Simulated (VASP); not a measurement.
A run of VASP 6.6.1 is set up as follows.

Contents of POSCAR:

```
Ti
1.0
   -1.6410000000      1.5179250000      1.6410000000
    1.6410000000     -1.5179250000      1.6410000000
    1.6410000000      1.5179250000     -1.6410000000
Ti
1
Direct
    0.0000000000      0.0000000000      0.0000000000
```

File INCAR.step1:

```
ALGO     = Normal         # electronic algorithm
EDIFF    = 1E-4           # SCF threshold, eV
ENCUT    = 520            # plane-wave cutoff, eV
GGA      = PE             # functional
ISMEAR   = 0              # smearing method
LASPH    = True           # aspherical terms in the spheres
LCHARG   = False          # write CHGCAR
LREAL    = False          # projectors in reciprocal space
LWAVE    = True           # write WAVECAR
NBANDS   = 12             # bands
NELM     = 100            # most SCF steps
PREC     = Accurate       # precision mode
SIGMA    = 0.15           # smearing width, eV
```

INCAR.step2

```
ALGO     = Normal         # electronic algorithm
EDIFF    = 1E-6           # SCF threshold, eV
ENCUT    = 520            # plane-wave cutoff, eV
ISIF     = 2              # what is computed and relaxed
ISMEAR   = 0              # smearing method
ISTART   = 1            
LASPH    = True           # aspherical terms in the spheres
LCHARG   = False          # write CHGCAR
LMIXTAU  = True         
LREAL    = False          # projectors in reciprocal space
LWAVE    = False          # write WAVECAR
METAGGA  = R2SCAN         # meta-GGA
NBANDS   = 12             # bands
NELM     = 100            # most SCF steps
PREC     = Accurate       # precision mode
SIGMA    = 0.15           # smearing width, eV
```

File KPOINTS:

```
k-points
0
Gamma
  20 20 20
```

Potentials or basis: VASP PAW PBE potentials, release 64 (Ti_sv).

Launch:

```bash
$ cat potpaw_PBE.64/Ti_sv/POTCAR > POTCAR
$ cp INCAR.step1 INCAR
$ mpirun -np 1 vasp_std > vasp.out
$ cp INCAR.step2 INCAR
$ mpirun -np 1 vasp_std > vasp.out
```

Problem. Predict the pressure.

Solution. 6.7 GPa.

Problem. Estimate the band gap on the k mesh.

Solution. Zero (bands 6 and 7 overlap by 1.78 eV).

Stress tensor (GPa, compression positive):
```
7.51 0.00 0.00
0.00 4.95 0.00
0.00 0.00 7.51
```

Caveat: the cell differs from its parent crystal (strain -0.0750 x Voigt [0, 1, 0, 0, 0, 0]); the cell stands under pressure; the PAW data sets were made with another functional, which shifts forces and pressure a little.
